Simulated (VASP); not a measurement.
# ZnCu (R3m) in VASP: a series of runs

The runs below take ZnCu through single point, with PBEsol.

All numbers are computed with VASP 6.6.1; they aren't measurements. Logs are shortened: lines on timing, memory, paths and dates and some standing lists are left out, and cuts for length are marked.

**1. The cell of the first run**

The structure is trigonal, space group R3m (No. 160). The conventional cell has a = 4.165 Å, b = 4.165 Å, c = 5.101 Å, α = 90.00°, β = 90.00°, γ = 120.00°. Within 3.0 Å of Zn (site symmetry 3m) lie 8 Cu at 2.29 to 2.81 Å and 6 Zn at 2.94 Å. Cu (site symmetry 3m) has 8 Zn at 2.29 to 2.81 Å and 6 Cu at 2.94 Å within 3.0 Å.

**2. Single point, PBEsol**

File INCAR:

```
  ALGO = Fast
  EDIFF = 1E-6
  ENCUT = 520
  GGA = PS
  ISIF = 2
  ISMEAR = 0
  LASPH = T
  LCHARG = F
  LREAL = F
  LWAVE = F
  NBANDS = 18
  NELM = 60
  PREC = Accurate
  SIGMA = 0.15
```

File KPOINTS:

```
k-points
0
Gamma
  16 16 16
```

File POSCAR:

```
ZnCu
1.0
    2.9450000000      0.0000000000      0.0000000000
    0.0000000000      2.9450000000      0.0000000000
    0.0000000000      0.0000000000      2.9450000000
Zn Cu
1 1
Direct
    0.4485383886      0.4485383886      0.4485383886
    0.0000000000      0.0000000000      0.0000000000
```

Potentials or basis: VASP PAW PBE potentials, release 64 (Zn, Cu).

On the command line:

```
$ cat potpaw_PBE.64/Zn/POTCAR potpaw_PBE.64/Cu/POTCAR > POTCAR
$ mpirun -np 1 vasp_std > vasp.out
```

OUTCAR:

```text
EDIFF = 1E-6
   ENCUT = 520
   GGA = PS
   ISIF = 2
   ISMEAR = 0
   LASPH = T
   LREAL = F
   NELM = 60
   PREC = Accurate

 ion  position               nearest neighbor table
   1  0.449  0.449  0.449-   2 2.29   2 2.48   2 2.48   2 2.48   2 2.65   2 2.65   2 2.65   2 2.81

   2  0.000  0.000  0.000-   1 2.29   1 2.48   1 2.48   1 2.48   1 2.65   1 2.65   1 2.65   1 2.81

  LATTYP: Found a simple cubic cell.
 ALAT       =     2.9450000000

  Lattice vectors:

 A1 = (   2.9450000000,   0.0000000000,   0.0000000000)
 A2 = (   0.0000000000,   2.9450000000,   0.0000000000)
 A3 = (   0.0000000000,   0.0000000000,   2.9450000000)

Analysis of symmetry for initial positions (statically):
=====================================================================
 Subroutine PRICEL returns:
 Original cell was already a primitive cell.

 Routine SETGRP: Setting up the symmetry group for a
 simple cubic supercell.

 Subroutine GETGRP returns: Found  6 space group operations
 (whereof  6 operations were pure point group operations)
 out of a pool of 48 trial point group operations.

The static configuration has the point symmetry C_3v.

Analysis of symmetry for dynamics (positions and initial velocities):
=====================================================================
 Subroutine PRICEL returns:
 Original cell was already a primitive cell.

 Routine SETGRP: Setting up the symmetry group for a
 simple cubic supercell.

 Subroutine GETGRP returns: Found  6 space group operations
 (whereof  6 operations were pure point group operations)
 out of a pool of 48 trial point group operations.

The dynamic configuration has the point symmetry C_3v.

 Subroutine INISYM returns: Found  6 space group operations
 (whereof  6 operations are pure point group operations),
 and found     1 'primitive' translations

----------------------------------------------------------------------------------------

                                     Primitive cell

  volume of cell :      25.5421

  direct lattice vectors                    reciprocal lattice vectors
     2.945000000  0.000000000  0.000000000     0.339558574  0.000000000  0.000000000
     0.000000000  2.945000000  0.000000000     0.000000000  0.339558574  0.000000000
     0.000000000  0.000000000  2.945000000     0.000000000  0.000000000  0.339558574

  length of vectors
     2.945000000  2.945000000  2.945000000     0.339558574  0.339558574  0.339558574

  position of ions in fractional coordinates (direct lattice)
     0.448538389  0.448538389  0.448538389
     0.000000000  0.000000000  0.000000000

  ion indices of the primitive-cell ions
   primitive index   ion index
                 1           1
                 2           2

----------------------------------------------------------------------------------------

 KPOINTS: k-points

Automatic generation of k-mesh.
 Grid dimensions read from file:
 generate k-points for:   16   16   16

 Generating k-lattice:

  Cartesian coordinates                     Fractional coordinates (reciprocal lattice)
     0.021222411  0.000000000  0.000000000     0.062500000  0.000000000  0.000000000
     0.000000000  0.021222411  0.000000000     0.000000000  0.062500000  0.000000000
     0.000000000  0.000000000  0.021222411     0.000000000  0.000000000  0.062500000

  Length of vectors
     0.021222411  0.021222411  0.021222411

  Shift w.r.t. Gamma in fractional coordinates (k-lattice)
     0.000000000  0.000000000  0.000000000

 Subroutine IBZKPT returns following result:
 ===========================================

 Found    417 irreducible k-points:

 Following reciprocal coordinates:
            Coordinates               Weight
  0.000000  0.000000  0.000000      1.000000
  0.062500  0.000000  0.000000      6.000000
  0.125000  0.000000  0.000000      6.000000
  0.187500  0.000000  0.000000      6.000000
  0.250000  0.000000  0.000000      6.000000
  0.312500  0.000000  0.000000      6.000000
[... 16 lines left out ...]
 -0.062500  0.437500  0.000000     12.000000
  0.500000  0.062500  0.000000     12.000000
 [... further k-points ...]
   k-points           NKPTS =    417   k-points in BZ     NKDIM =    417   number of bands    NBANDS=     18
   number of dos      NEDOS =    301   number of ions     NIONS =      2
   total plane-waves  NPLWV =  13824
   dimension x,y,z NGX =    24 NGY =   24 NGZ =   24
   dimension x,y,z NGXF=    48 NGYF=   48 NGZF=   48
   ions per type =               1   1
   NGX,Y,Z   is equivalent  to a cutoff of  13.55, 13.55, 13.55 a.u.
   NGXF,Y,Z  is equivalent  to a cutoff of  27.10, 27.10, 27.10 a.u.
 SYSTEM =  unknown system
   PREC   = accura    normal or accurate (medium, high low for compatibility)
   ISTART =      0    job   : 0-new  1-cont  2-samecut
   ICHARG =      2    charge: 1-file 2-atom 10-const
   ISPIN  =      1    spin polarized calculation?
   LNONCOLLINEAR =      F non collinear calculations
   LSORBIT =      F    spin-orbit coupling
   LASPH  =      T    aspherical Exc in radial PAW
   ENCUT  =  520.0 eV  38.22 Ry    6.18 a.u.   5.48  5.48  5.48*2*pi/ulx,y,z
   NELM   =     60;   NELMIN=  2; NELMDL= -5     # of ELM steps
   EDIFF  = 0.1E-05   stopping-criterion for ELM
   LREAL  =      F    real-space projection
   EDIFFG = 0.1E-04   stopping-criterion for IOM
   NSW    =      0    number of steps for IOM
   IBRION =     -1    ionic relax: 0-MD 1-quasi-New 2-CG
   NFREE  =      0    steps in history (QN), initial steepest desc. (CG)
   ISIF   =      2    stress and relaxation
   ISYM   =      2    0-nonsym 1-usesym 2-fastsym
   POTIM  = 0.5000    time-step for ionic-motion
   TEBEG  =    0.0;   TEEND  =   0.0 temperature during run
   PSTRESS=    0.0 pullay stress
   NELECT =      23.0000    total number of electrons
   NUPDOWN=      -1.0000    fix difference up-down
   EMIN   =  10.00;   EMAX   =-10.00  energy-range for DOS
   EFERMI =   0.00;   METHOD = LEGACY
   ISMEAR =     0;   SIGMA  =   0.15  broadening in eV -4-tet -1-fermi 0-gaus
   EFERMI_NEDOS =   21; number of points for ismear=-14 and -15
   IALGO  =     68    algorithm
   IMIX   =      4    mixing-type and parameters
     AMIX     =   0.40;   BMIX     =  1.00
     AMIX_MAG =   1.60;   BMIX_MAG =  1.00
  volume/ion in A,a.u.               =      12.77        86.18
  Fermi-wavevector in a.u.,A,eV,Ry     =   1.580880  2.987429 34.003415  2.499180
  Thomas-Fermi vector in A             =   2.681040
   LORBIT       =      0    0 simple, 1 ext, 2 COOP (PROOUT), +10 PAW based schemes
   GGA     = PS    functional components
   LHFCALC =     F    Hartree Fock is set to
   AEXX    =    0.0000 exact exchange contribution
   IVDW    =     0    specifies the selected vdW correction
   LEPSILON=     F    determine dielectric tensor
   LRPA    =     F    only Hartree local field effects (RPA)
 non-spin polarized calculation
 RMM-DIIS sequential band-by-band and
 Gauss-broadening in eV      SIGMA  =   0.15
  energy-cutoff  :      520.00
  volume of cell :       25.54
 maximum number of plane-waves:       715
 NGX is ok and might be reduce to    24
   NGX = 11   NGY = 11   NGZ = 11

 number of electron      23.0000010 magnetization

 Free energy of the ion-electron system (eV)
  ---------------------------------------------------
  ext. energy  EPLUGINS =         0.00000000
  ---------------------------------------------------
  free energy    TOTEN  =        -5.91600376 eV

  energy without entropy =       -5.90956635  energy(sigma->0) =       -5.91278506

 E-fermi :   5.3266     XC(G=0): -12.5478

 val. band max:        5.3262909311   @ k =  -0.3125   0.0625   0.1250
 cond. band min:       5.3337562342   @ k =  -0.1250   0.3125   0.0625
 fundamental gap:      0.0074653031
 Fermi energy:         5.3265766649

 k-point     1 :       0.0000    0.0000    0.0000
  band No.  band energies     occupation
      1      -5.0062      2.00000
      2      -2.4939      2.00000
      3      -2.4939      2.00000
      4      -1.8513      2.00000
      5      -1.7633      2.00000
      6      -1.7633      2.00000
[... 10 lines left out ...]
     17      17.3282      0.00000
     18      28.9116      0.00000

 k-point     2 :       0.0625    0.0000    0.0000
  band No.  band energies     occupation
      1      -4.9356      2.00000
      2      -2.4869      2.00000
      3      -2.4784      2.00000
      4      -1.8547      2.00000
      5      -1.7708      2.00000
      6      -1.7640      2.00000
[... 10 lines left out ...]
     17      17.8317      0.00000
     18      28.0094      0.00000

 k-point     3 :       0.1250    0.0000    0.0000
  band No.  band energies     occupation
      1      -4.7255      2.00000
      2      -2.4667      2.00000
      3      -2.4327      2.00000
      4      -1.8660      2.00000
      5      -1.7920      2.00000
      6      -1.7641      2.00000
[... 10 lines left out ...]
     17      19.5386      0.00000
     18      26.5314      0.00000

 k-point     4 :       0.1875    0.0000    0.0000
  band No.  band energies     occupation
      1      -4.3823      2.00000
      2      -2.4361      2.00000
      3      -2.3592      2.00000
      4      -1.8860      2.00000
      5      -1.8238      2.00000
      6      -1.7609      2.00000
[... 10 lines left out ...]
     17      21.6932      0.00000
     18      25.0652      0.00000

 k-point     5 :       0.2500    0.0000    0.0000
  band No.  band energies     occupation
      1      -3.9215      2.00000
      2      -2.3992      2.00000
      3      -2.2569      2.00000
      4      -1.9115      2.00000
      5      -1.8618      2.00000
      6      -1.7542      2.00000
[... 10 lines left out ...]
     17      23.3170      0.00000
     18      23.4797      0.00000

 k-point     6 :       0.3125    0.0000    0.0000
  band No.  band energies     occupation
      1      -3.3841      2.00000
      2      -2.3613      2.00000
      3      -2.1091      2.00000
      4      -1.9331      2.00000
      5      -1.9003      2.00000
      6      -1.7459      2.00000
[... 10 lines left out ...]
     17      21.7773      0.00000
     18      21.9909      0.00000

 k-point     7 :       0.3750    0.0000    0.0000
  band No.  band energies     occupation
      1      -2.8870      2.00000
      2      -2.3279      2.00000
      3      -1.9846      2.00000
      4      -1.9339      2.00000
      5      -1.7919      2.00000
      6      -1.7359      2.00000
[... 10 lines left out ...]
     17      20.3275      0.00000
     18      20.6570      0.00000

 k-point     8 :       0.4375    0.0000    0.0000
  band No.  band energies     occupation
      1      -2.6056      2.00000
      2      -2.3046      2.00000
      3      -1.9919      2.00000
      4      -1.9570      2.00000
      5      -1.7337      2.00000
      6      -1.2548      2.00000
[... 10 lines left out ...]
     17      19.2241      0.00000
     18      19.8146      0.00000
[... 229 lines left out ...]
     17      20.3027      0.00000
     18      21.9162      0.00000

 k-point    20 :       0.3750    0.0625    0.0000
  band No.  band energies     occupation
      1      -2.8436      2.00000
      2      -2.3175      2.00000
      3      -2.0298      2.00000
      4      -1.9528      2.00000
      5      -1.7576      2.00000
      6      -1.6968      2.00000
[... 10 lines left out ...]
     17      20.0371      0.00000
     18      20.6529      0.00000

 k-point    21 :      -0.0625    0.3750    0.0000
  band No.  band energies     occupation
      1      -2.8491      2.00000
      2      -2.3186      2.00000
      3      -2.0398      2.00000
      4      -1.9541      2.00000
      5      -1.7536      2.00000
      6      -1.6896      2.00000
[... 10 lines left out ...]
     17      19.5644      0.00000
     18      20.5793      0.00000

 k-point    22 :       0.4375    0.0625    0.0000
  band No.  band energies     occupation
      1      -2.5741      2.00000
      2      -2.2943      2.00000
      3      -2.0331      2.00000
      4      -1.9722      2.00000
      5      -1.7476      2.00000
      6      -1.1635      2.00000
[... 10 lines left out ...]
     17      19.4559      0.00000
     18      20.3748      0.00000

 k-point    23 :      -0.0625    0.4375    0.0000
  band No.  band energies     occupation
      1      -2.5771      2.00000
      2      -2.2951      2.00000
      3      -2.0373      2.00000
      4      -1.9731      2.00000
      5      -1.7460      2.00000
      6      -1.1603      2.00000
[... 10 lines left out ...]
     17      19.4407      0.00000
     18      20.1832      0.00000

 k-point    24 :       0.5000    0.0625    0.0000
  band No.  band energies     occupation
      1      -2.5019      2.00000
      2      -2.2860      2.00000
      3      -2.0400      2.00000
      4      -1.9799      2.00000
      5      -1.7450      2.00000
      6      -0.6874      2.00000
[... 10 lines left out ...]
     17      19.3623      0.00000
     18      20.3070      0.00000

 [... further k-points ...]

------------------------ aborting loop because EDIFF is reached ----------------------------------------

  FORCE on cell =-STRESS in cart. coord.  units (eV):
  Direction    XX          YY          ZZ          XY          YZ          ZX
  --------------------------------------------------------------------------------------
  -------------------------------------------------------------------------------------
  Total       -0.0351451     -0.0351451     -0.0351451      0.4538120      0.4538120      0.4538120
  in kB       -2.2045475     -2.2045475     -2.2045475     28.4662788     28.4662788     28.4662788
  external PRESSURE =      -2.2045475 kB  Pullay stress =       0.0000000 kB

 VOLUME and BASIS-vectors are now :
 -----------------------------------------------------------------------------
  energy-cutoff  :      520.00
  volume of cell :       25.54
      direct lattice vectors                 reciprocal lattice vectors
     2.945000000  0.000000000  0.000000000     0.339558574  0.000000000  0.000000000
     0.000000000  2.945000000  0.000000000     0.000000000  0.339558574  0.000000000
     0.000000000  0.000000000  2.945000000     0.000000000  0.000000000  0.339558574

 POSITION                                       TOTAL-FORCE (eV/Angst)
 -----------------------------------------------------------------------------------
      1.32095      1.32095      1.32095         0.824020      0.824020      0.824020
      0.00000      0.00000      0.00000        -0.824020     -0.824020     -0.824020
 -----------------------------------------------------------------------------------
    total drift:                               -0.000399     -0.000399     -0.000406

  FREE ENERGIE OF THE ION-ELECTRON SYSTEM (eV)
  ---------------------------------------------------
  free  energy   TOTEN  =        -5.9160037589 eV

  energy  without entropy=       -5.9095663529  energy(sigma->0) =       -5.91278506
```

Wall time 4.7 min (1 thread of Oxide Virtual Turin-like, shared host); peak memory 0.27 GiB.

Results:

* Free energy: -5.9160 eV
* Pressure: -0.2 GPa
* Largest force: 1.427 eV/Å
* Band gap on the k mesh: zero (an odd number of electrons rules out a gap without spin polarisation)

Forces on the atoms (eV/Å):
```
Zn   0.824  0.824  0.824
Cu  -0.824 -0.824 -0.824
```

Levels at points of the mesh, in eV from the Fermi level:
| k point | band 9 | band 10 | band 11 | band 12 | band 13 | band 14 | band 15 | band 16 |
| --- | --- | --- | --- | --- | --- | --- | --- | --- |
| (0.00, 0.00, 0.00) | -2.75 | -2.75 | -2.73 | 6.33 | 6.37 | 6.37 | 11.18 | 11.18 |
| (0.50, 0.00, 0.00) | -3.25 | -3.23 | -2.77 | -1.99 | 11.26 | 11.31 | 12.40 | 12.48 |
| (0.50, 0.50, 0.00) | -2.91 | -2.50 | -1.86 | -1.79 | 1.75 | 2.12 | 14.02 | 15.63 |
| (0.50, 0.50, 0.50) | -2.48 | -2.48 | 3.26 | 3.89 | 3.89 | 3.98 | 5.02 | 5.02 |

Caveat: the cell differs from its parent crystal (all Zn atoms moved +0.263 Å, as atom 1 towards its neighbour atom 2 (Cu) at 2.550 Å); the PAW data sets were made with another functional, which shifts forces and pressure a little.

**3. Single point, PBEsol**

File INCAR:

```
SYSTEM = ZnCu
PREC = Accurate
ENCUT = 520
EDIFF = 1E-7
ISMEAR = 0
SIGMA = 0.15
LREAL = .False.
LASPH = .True.
NELM = 80
ALGO = Fast
ISIF = 2
LWAVE = .False.
LCHARG = .False.
GGA = PS
NBANDS = 18
```

File KPOINTS:

```
regular mesh
0
Gamma
  16 16 16
  0 0 0
```

Edit POSCAR of step 2 so:

```diff
@@ -8,3 +8,3 @@
 Direct
-    0.4485383886      0.4485383886      0.4485383886
+    0.4632417061      0.4632417061      0.4632417061
     0.0000000000      0.0000000000      0.0000000000
```

Potentials or basis: VASP PAW PBE potentials, release 64 (Zn, Cu).

On the command line:

```
$ cat potpaw_PBE.64/Zn/POTCAR potpaw_PBE.64/Cu/POTCAR > POTCAR
$ mpirun -np 1 vasp_std > vasp.out
```

It took 4.2 min on 1 thread of Oxide Virtual Turin-like, shared host; peak memory 0.28 GiB.

It converged, with:

- Free energy: -6.0036 eV
- Pressure: -2.3 GPa
- Largest force: 0.929 eV/Å
- Band gap on the k mesh: zero (an odd number of electrons rules out a gap without spin polarisation)

Forces in eV/Å, atoms in the order of the input:
```
Zn   0.536  0.536  0.536
Cu  -0.536 -0.536 -0.536
```

Stress tensor (GPa, compression positive):
```
-2.26  1.39  1.39
 1.39 -2.26  1.39
 1.39  1.39 -2.26
```

Levels at points of the mesh, in eV from the Fermi level:
```tsv
k point	band 10	band 11	band 12	band 13	band 14	band 15
(0.00, 0.00, 0.00)	-2.73	-2.72	6.27	6.29	6.29	11.23
(0.50, 0.00, 0.00)	-3.25	-2.78	-1.99	11.44	11.46	12.38
(0.50, 0.50, 0.00)	-2.48	-1.88	-1.84	1.76	2.11	13.97
(0.50, 0.50, 0.50)	-2.46	3.54	3.97	4.04	4.04	4.85
```

Caveat: the cell differs from its parent crystal (all Zn atoms moved +0.188 Å, as atom 1 towards its neighbour atom 2 (Cu) at 2.550 Å); the PAW data sets were made with another functional, which shifts forces and pressure a little.
